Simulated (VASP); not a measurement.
W:

```xyz
1
Lattice="-1.5823 1.5823 1.5823 1.5823 -1.5823 1.5823 1.5823 1.5823 -1.5823" Properties=species:S:1:pos:R:3 pbc="T T T"
W     0.0000    0.0000    0.0000
```

```yaml
Program: VASP 6.6.1
Task: relaxation of cell and atoms
Functional: HSE06
Potentials_or_basis: VASP PAW PBE potentials, release 64 (W_sv)
Cutoff: 500 eV
k_mesh: 6 × 6 × 6
Occupations: fermi-dirac, width 0.05 eV
Spin: no spin polarisation
```

At the start: pressure -3.9 GPa; volume 15.85 Å³/atom.

Task: How do energy, volume and symmetry change on relaxing?

Result: Over 3 steps the energy falls by 2.2 meV/atom and the volume is 15.67 Å³/atom (-1.1 %); space group Im-3m (No. 229, to 0.1 Å) before and after.

The path:
```tsv
step	energy change (eV)	largest force (eV/Å)	pressure (GPa)	volume (Å³)
1	0.0000	0.0000	-3.88	15.85
2	0.0313	0.0000	16.44	14.98
3	-0.0022	0.0000	-0.02	15.67
```

Final structure:
```
W
1.0
    -1.57631    1.57631    1.57631
     1.57631   -1.57631    1.57631
     1.57631    1.57631   -1.57631
W
1
Direct
  0.00000 0.00000 0.00000
```

Caveat: the k points lie up to 0.47 Å⁻¹ apart in the final cell, too coarse for converged energies and pressures of a metal; the PAW data sets were made with another functional, which shifts forces and pressure a little.
